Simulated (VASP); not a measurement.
# TaN (P6/mmm) in VASP: settings compared, part 2 of 2

VASP 6.6.1.

## 3. Single point, PBEsol+D3(BJ), collinear spin (11.56 Å³/atom)

This run uses another cell than the first one, of 11.56 Å³/atom.

Input file INCAR:

```
SYSTEM = TaN
PREC = Accurate ; ENCUT = 520
EDIFF = 1E-7 ; ISMEAR = 0
SIGMA = 0.05 ; LREAL = .False.
LASPH = .True. ; NELM = 150
ALGO = Normal ; ISIF = 2
LWAVE = .False. ; LCHARG = .False.
ISPIN = 2 ; MAGMOM = 0.05 -0.05 -0.05 0 0 0
LORBIT = 11 ; LMAXMIX = 4
GGA = PS ; IVDW = 12
NBANDS = 37
```

Input file KPOINTS:

```
regular mesh
0
Gamma
  6 6 8
  0 0 0
```

Input file POSCAR:

```
TaN
1.0
    5.2417520320      0.0000000000      0.0000000000
   -2.6208760160      4.5394904201      0.0000000000
    0.0000000000      0.0000000000      2.9143017437
Ta N
3 3
Direct
    0.0000000000      0.0000000000      0.0000000000
    0.3333333333      0.6666666667      0.5000000000
    0.6666666667      0.3333333333      0.5000000000
    0.5000000000      0.0000000000      0.0000000000
    0.5000000000      0.5000000000      0.0000000000
    0.0000000000      0.5000000000      0.0000000000
```

Potentials or basis: VASP PAW PBE potentials, release 64 (Ta_pv, N).

Started as:

```sh
cat potpaw_PBE.64/Ta_pv/POTCAR potpaw_PBE.64/N/POTCAR > POTCAR
mpirun -np 1 vasp_std > vasp.out
```

OUTCAR:

```text
SYSTEM = TaN
   PREC = Accurate
   ENCUT = 520
   EDIFF = 1E-7
   ISMEAR = 0
   LREAL = .False.
   LASPH = .True.
   NELM = 150
   ISIF = 2
   ISPIN = 2
   LORBIT = 11
   GGA = PS
   IVDW = 12
 IVDW          = 12

 ion  position               nearest neighbor table
   1  0.000  0.000  0.000-   4 2.62   4 2.62   6 2.62   6 2.62   5 2.62   5 2.62   3 3.36   3 3.36
                             2 3.36   2 3.36   2 3.36   3 3.36   2 3.36   3 3.36   2 3.36   3 3.36
   2  0.333  0.667  0.500-   6 2.10   6 2.10   4 2.10   4 2.10   5 2.10   5 2.10   3 3.03   3 3.03
                             3 3.03   1 3.36   1 3.36   1 3.36   1 3.36   1 3.36   1 3.36
   3  0.667  0.333  0.500-   6 2.10   6 2.10   4 2.10   4 2.10   5 2.10   5 2.10   2 3.03   2 3.03
                             2 3.03   1 3.36   1 3.36   1 3.36   1 3.36   1 3.36   1 3.36
   4  0.500  0.000  0.000-   2 2.10   3 2.10   2 2.10   3 2.10   1 2.62   1 2.62
   5  0.500  0.500  0.000-   2 2.10   3 2.10   2 2.10   3 2.10   1 2.62   1 2.62
   6  0.000  0.500  0.000-   2 2.10   3 2.10   2 2.10   3 2.10   1 2.62   1 2.62

  LATTYP: Found a hexagonal cell.
 ALAT       =     5.2417520320
 C/A-ratio  =     0.5559785594

  Lattice vectors:

 A1 = (   5.2417520320,   0.0000000000,   0.0000000000)
 A2 = (  -2.6208760160,   4.5394904201,   0.0000000000)
 A3 = (   0.0000000000,   0.0000000000,   2.9143017437)

Analysis of symmetry for initial positions (statically):
=====================================================================
 Subroutine PRICEL returns:
 Original cell was already a primitive cell.

 Routine SETGRP: Setting up the symmetry group for a
 hexagonal supercell.

 Subroutine GETGRP returns: Found 24 space group operations
 (whereof 24 operations were pure point group operations)
 out of a pool of 24 trial point group operations.

The static configuration has the point symmetry D_6h.

Analysis of symmetry for dynamics (positions and initial velocities):
=====================================================================
 Subroutine PRICEL returns:
 Original cell was already a primitive cell.

 Routine SETGRP: Setting up the symmetry group for a
 hexagonal supercell.

 Subroutine GETGRP returns: Found 24 space group operations
 (whereof 24 operations were pure point group operations)
 out of a pool of 24 trial point group operations.

The dynamic configuration has the point symmetry D_6h.

Analysis of structural, dynamic, and magnetic symmetry:
=====================================================================
 Subroutine PRICEL returns:
 Original cell was already a primitive cell.

 Routine SETGRP: Setting up the symmetry group for a
 hexagonal supercell.

 Subroutine GETGRP returns: Found 24 space group operations
 (whereof 24 operations were pure point group operations)
 out of a pool of 24 trial point group operations.

The overall configuration has the point symmetry D_6h.

 Subroutine INISYM returns: Found 24 space group operations
 (whereof 24 operations are pure point group operations),
 and found     1 'primitive' translations

----------------------------------------------------------------------------------------

                                     Primitive cell

  volume of cell :      69.3455

  direct lattice vectors                    reciprocal lattice vectors
     5.241752032  0.000000000  0.000000000     0.190775907  0.110144521  0.000000000
    -2.620876016  4.539490420  0.000000000     0.000000000  0.220289043  0.000000000
     0.000000000  0.000000000  2.914301744     0.000000000  0.000000000  0.343135368

  length of vectors
[... 105 lines left out ...]
   ISMEAR =     0;   SIGMA  =   0.05  broadening in eV -4-tet -1-fermi 0-gaus
   EFERMI_NEDOS =   21; number of points for ismear=-14 and -15
   IALGO  =     38    algorithm
   IMIX   =      4    mixing-type and parameters
     AMIX     =   0.40;   BMIX     =  1.00
     AMIX_MAG =   1.60;   BMIX_MAG =  1.00
  volume/ion in A,a.u.               =      11.56        77.99
  Fermi-wavevector in a.u.,A,eV,Ry     =   1.448158  2.736621 28.533607  2.097161
  Thomas-Fermi vector in A             =   2.566031
   LORBIT       =     11    0 simple, 1 ext, 2 COOP (PROOUT), +10 PAW based schemes
   GGA     = PS    functional components
   LHFCALC =     F    Hartree Fock is set to
   AEXX    =    0.0000 exact exchange contribution
   IVDW    =    12    specifies the selected vdW correction
   LEPSILON=     F    determine dielectric tensor
   LRPA    =     F    only Hartree local field effects (RPA)
 spin polarized calculation
 Gauss-broadening in eV      SIGMA  =   0.05
  energy-cutoff  :      520.00
  volume of cell :       69.35
 maximum number of plane-waves:      1895
 NGX is ok and might be reduce to    40
   NGX = 19   NGY = 19   NGZ = 11

 number of electron      48.0000001 magnetization       0.0000294

 number of electron      48.0000001 magnetization      -0.0000174

 Free energy of the ion-electron system (eV)
  ---------------------------------------------------
  ext. energy  EPLUGINS =         0.00000000
  ---------------------------------------------------
  free energy    TOTEN  =       -68.69469697 eV

  energy without entropy =      -68.69185461  energy(sigma->0) =      -68.69327579

 E-fermi :   7.8308     XC(G=0): -13.0766

 val. band max:        7.8191236743   @ k =   0.1667   0.0000   0.2500
 cond. band min:       7.8311156781   @ k =   0.0000   0.0000   0.3750
 fundamental gap:      0.0119920038
 Fermi energy:         7.8308343221

 spin component 1

 k-point     1 :       0.0000    0.0000    0.0000
  band No.  band energies     occupation
      1     -28.3413      1.00000
      2     -28.3413      1.00000
      3     -27.9743      1.00000
      4     -27.9743      1.00000
      5     -27.7617      1.00000
      6     -27.6412      1.00000
[... 925 lines left out ...]
     35      13.4549      0.00000
     36      14.3138      0.00000

 [... further k-points ...]

 spin component 2

 k-point     1 :       0.0000    0.0000    0.0000
  band No.  band energies     occupation
      1     -28.3413      1.00000
      2     -28.3413      1.00000
      3     -27.9743      1.00000
      4     -27.9743      1.00000
      5     -27.7617      1.00000
      6     -27.6413      1.00000
[... 925 lines left out ...]
     35      13.4549      0.00000
     36      14.3138      0.00000

 [... further k-points ...]

 [bands above 36 left out]

------------------------ aborting loop because EDIFF is reached ----------------------------------------

 Edisp (eV)   -2.56753

 E8    (eV) :    -1.7828

  FORCE on cell =-STRESS in cart. coord.  units (eV):
  Direction    XX          YY          ZZ          XY          YZ          ZX
  --------------------------------------------------------------------------------------
  -------------------------------------------------------------------------------------
  Total      -4.54874    -4.54874    -4.47943     0.00000    -0.00000    -0.00000
  in kB    -105.09545  -105.09545  -103.49399     0.00000    -0.00000    -0.00000
  external pressure =     -104.56 kB  Pullay stress =        0.00 kB

 VOLUME and BASIS-vectors are now :
 -----------------------------------------------------------------------------
  energy-cutoff  :      520.00
  volume of cell :       69.35
      direct lattice vectors                 reciprocal lattice vectors
     5.241752032  0.000000000  0.000000000     0.190775907  0.110144521  0.000000000
    -2.620876016  4.539490420  0.000000000     0.000000000  0.220289043  0.000000000
     0.000000000  0.000000000  2.914301744     0.000000000  0.000000000  0.343135368

 POSITION                                       TOTAL-FORCE (eV/Angst)
 -----------------------------------------------------------------------------------
      0.00000      0.00000      0.00000        -0.000000     -0.000000     -0.000000
     -0.00000      3.02633      1.45715         0.000000     -0.000000      0.000000
      2.62088      1.51316      1.45715        -0.000000      0.000000     -0.000000
      2.62088      0.00000      0.00000        -0.000000     -0.000000     -0.000000
      1.31044      2.26975      0.00000        -0.000000     -0.000000     -0.000000
     -1.31044      2.26975      0.00000        -0.000000     -0.000000     -0.000000
 -----------------------------------------------------------------------------------
    total drift:                               -0.000000      0.000000     -0.000000

  FREE ENERGIE OF THE ION-ELECTRON SYSTEM (eV)
  ---------------------------------------------------
  free  energy   TOTEN  =       -71.2622230281 eV

  energy  without entropy=      -71.2593806695  energy(sigma->0) =      -71.26080185

 total charge

# of ion       s       p       d       tot
------------------------------------------
    1        0.267   6.106   2.242   8.614
    2        0.318   6.300   2.399   9.017
    3        0.318   6.300   2.399   9.017
    4        1.242   2.531   0.000   3.773
    5        1.242   2.531   0.000   3.773
    6        1.242   2.531   0.000   3.773
--------------------------------------------------
tot          4.628  26.300   7.039  37.967

 magnetization (x)

# of ion       s       p       d       tot
------------------------------------------
    1        0.000   0.000   0.000   0.000
    2       -0.000  -0.000  -0.000  -0.000
    3       -0.000  -0.000  -0.000  -0.000
    4        0.000  -0.000   0.000  -0.000
    5        0.000  -0.000   0.000  -0.000
    6        0.000  -0.000   0.000  -0.000
--------------------------------------------------
tot          0.000  -0.000  -0.000  -0.000
```

It took 69 s on 1 thread of Intel Xeon 6975P-C (Granite Rapids), shared host; peak memory 0.3 GiB.

Results:

```
Free energy                                           : -71.2622 eV
Pressure                                              : -10.5 GPa
Band gap on the k mesh                                : zero (filled and empty bands overlap)
Net moment                                            : 0.00 μB per cell
Valence electrons inside the program's atomic spheres : Ta 8.61, 9.02 (each value once); N 3.77
Dispersion energy per atom                            : -0.428 eV
```

Stress tensor (GPa, compression positive):
```
-10.51   0.00   0.00
  0.00 -10.51   0.00
  0.00   0.00 -10.35
```

Caveat: the cell stands under tension; the PAW data sets were made with another functional, which shifts forces and pressure a little; spin-orbit coupling is left out, which moves the levels of the heavy elements.

## 4. Single point, PBEsol, collinear spin (11.57 Å³/atom)

This run uses another cell than the first one, of 11.57 Å³/atom.

Input file INCAR:

```
PREC = Accurate
ENCUT = 520
EDIFF = 1E-7
ISMEAR = 0
SIGMA = 0.05
LREAL = F
LASPH = T
NELM = 150
ALGO = Normal
ISIF = 2
LWAVE = F
LCHARG = F
ISPIN = 2
MAGMOM = 0.05 -0.05 -0.05 0 0 0
LORBIT = 11
LMAXMIX = 4
GGA = PS
NBANDS = 37
```

Input file KPOINTS:

```
regular mesh
0
Gamma
  6 6 8
```

POSCAR, as its differences from that of step 3:

```diff
@@ -2,5 +2,5 @@
 1.0
-    5.2417520320      0.0000000000      0.0000000000
-   -2.6208760160      4.5394904201      0.0000000000
-    0.0000000000      0.0000000000      2.9143017437
+    5.2450977198      0.0000000000      0.0000000000
+   -2.6225488599      4.5423878707      0.0000000000
+    0.0000000000      0.0000000000      2.9146377370
 Ta N
```

Started as:

```sh
cat potpaw_PBE.64/Ta_pv/POTCAR potpaw_PBE.64/N/POTCAR > POTCAR
mpirun -np 1 vasp_std > vasp.out
```

Run time: 75 s. Hardware: 1 thread of Intel Xeon 6975P-C (Granite Rapids), shared host; peak memory 0.3 GiB.

Results (log left out):

- Free energy: -68.6919 eV
- Pressure: -4.9 GPa
- Band gap on the k mesh: zero (filled and empty bands overlap)
- Net moment: 0.00 μB per cell
- Valence electrons inside the program's atomic spheres: Ta 8.61, 9.01 (each value once); N 3.77

Stress tensor (GPa, compression positive):
```
-4.90  0.00  0.00
 0.00 -4.90  0.00
 0.00  0.00 -4.75
```

Levels at points of the mesh, in eV from the Fermi level:
Spin up:
```tsv
k point	band 21	band 22	band 23	band 24	band 25	band 26	band 27	band 28
(0.00, 0.00, 0.00)	-3.05	-2.49	-2.12	-1.27	-1.27	0.82	0.82	1.04
(0.50, 0.00, 0.00)	-3.37	-2.95	-1.73	-0.76	1.22	1.75	1.79	2.24
(0.00, 0.00, 0.50)	-3.11	-3.11	-1.91	0.82	0.82	1.52	1.60	2.38
(0.50, 0.00, 0.50)	-3.35	-3.05	-2.11	-1.22	0.98	1.28	3.00	3.27
```
Spin down:
```tsv
k point	band 22	band 23	band 24	band 25	band 26	band 27
(0.00, 0.00, 0.00)	-2.49	-2.12	-1.27	-1.27	0.82	0.82
(0.50, 0.00, 0.00)	-2.95	-1.73	-0.76	1.22	1.75	1.79
(0.00, 0.00, 0.50)	-3.11	-1.91	0.82	0.82	1.52	1.60
(0.50, 0.00, 0.50)	-3.05	-2.11	-1.22	0.98	1.28	3.00
```

Caveat: the cell stands under tension; the PAW data sets were made with another functional, which shifts forces and pressure a little; spin-orbit coupling is left out, which moves the levels of the heavy elements.

## 5. Single point, RPBE+D4, collinear spin (11.69 Å³/atom)

This run uses another cell than the first one, of 11.69 Å³/atom.

Input file INCAR:

```
SYSTEM = TaN
PREC = Accurate ; ENCUT = 520
EDIFF = 1E-7 ; ISMEAR = 0
SIGMA = 0.05 ; LREAL = .False.
LASPH = .True. ; NELM = 150
ALGO = Normal ; ISIF = 2
LWAVE = .False. ; LCHARG = .False.
ISPIN = 2 ; MAGMOM = 0.05 -0.05 -0.05 0 0 0
LORBIT = 11 ; LMAXMIX = 4
GGA = RP ; IVDW = 13
NBANDS = 37
```

Input file KPOINTS:

```
Automatic mesh
0
Gamma
  6 6 8
  0 0 0
```

POSCAR, as its differences from that of step 4:

```diff
@@ -2,5 +2,5 @@
 1.0
-    5.2450977198      0.0000000000      0.0000000000
-   -2.6225488599      4.5423878707      0.0000000000
-    0.0000000000      0.0000000000      2.9146377370
+    5.2677757186      0.0000000000      0.0000000000
+   -2.6338878593      4.5620275938      0.0000000000
+    0.0000000000      0.0000000000      2.9191162943
 Ta N
```

Started as:

```sh
cat potpaw_PBE.64/Ta_pv/POTCAR potpaw_PBE.64/N/POTCAR > POTCAR
mpirun -np 1 vasp_std > vasp.out
```

It took 5.3 min on 1 thread of Intel Xeon 8259CL, shared host; peak memory 0.3 GiB.

Results (log left out):

| Quantity | Value |
| --- | --- |
| Free energy | -65.2248 eV |
| Pressure | -4.0 GPa |
| Band gap on the k mesh | zero (filled and empty bands overlap) |
| Net moment | 0.00 μB per cell |
| Valence electrons inside the program's atomic spheres | Ta 8.59, 8.97 (each value once); N 3.79 |
| Dispersion energy per atom | -0.575 eV |

Stress tensor (GPa, compression positive):
```
-4.02  0.00  0.00
 0.00 -4.02  0.00
 0.00  0.00 -3.92
```

Levels at points of the mesh, in eV from the Fermi level:
Spin up:
| k point | band 22 | band 23 | band 24 | band 25 | band 26 | band 27 |
| --- | --- | --- | --- | --- | --- | --- |
| (0.00, 0.00, 0.00) | -2.51 | -2.12 | -1.22 | -1.22 | 0.86 | 0.86 |
| (0.50, 0.00, 0.00) | -3.01 | -1.73 | -0.76 | 1.22 | 1.75 | 1.78 |
| (0.00, 0.00, 0.50) | -3.13 | -1.93 | 0.82 | 0.82 | 1.49 | 1.64 |
| (0.50, 0.00, 0.50) | -3.02 | -2.10 | -1.24 | 0.97 | 1.29 | 2.96 |
Spin down:
```csv
k point,band 20,band 21,band 22,band 23,band 24,band 25,band 26,band 27,band 28,band 29
"(0.00, 0.00, 0.00)",-3.10,-3.10,-2.51,-2.12,-1.22,-1.22,0.86,0.86,1.04,2.03
"(0.50, 0.00, 0.00)",-4.50,-3.37,-3.01,-1.73,-0.76,1.22,1.75,1.78,2.20,2.39
"(0.00, 0.00, 0.50)",-3.61,-3.13,-3.13,-1.93,0.82,0.82,1.49,1.64,2.32,2.32
"(0.50, 0.00, 0.50)",-4.42,-3.34,-3.02,-2.10,-1.24,0.97,1.29,2.96,3.21,3.44
```

Caveat: the cell stands under tension; the PAW data sets were made with another functional, which shifts forces and pressure a little; spin-orbit coupling is left out, which moves the levels of the heavy elements.

## 6. Overview

| level | cell | gap on the mesh (eV) | pressure (GPa) | moment (μB) |
| --- | --- | --- | --- | --- |
| RPBE+D4 | a = 5.229, b = 5.229, c = 2.912 Å, angles 90.0, 90.0, 120.0°, 6 atoms | none | 0.8 | 0.00 |
| PBEsol+D3(BJ) | a = 5.242, b = 5.242, c = 2.914 Å, angles 90.0, 90.0, 120.0°, 6 atoms | none | -10.5 | 0.00 |
| PBEsol | a = 5.245, b = 5.245, c = 2.915 Å, angles 90.0, 90.0, 120.0°, 6 atoms | none | -4.9 | 0.00 |
| RPBE+D4 | a = 5.268, b = 5.268, c = 2.919 Å, angles 90.0, 90.0, 120.0°, 6 atoms | none | -4.0 | 0.00 |

Alike in all rows: task single point; potentials or basis VASP PAW PBE potentials, release 64 (Ta_pv, N); spin collinear; k mesh 6 × 6 × 8; cutoff (eV) 520; smearing gaussian 0.05 eV.

Caveats: the PAW data sets were made with another functional, which shifts forces and pressure a little; spin-orbit coupling is left out, which moves the levels of the heavy elements; the cell stands under tension (at least some runs).

Total energies depend on the potentials used, so only differences within one code and one set of settings carry meaning.
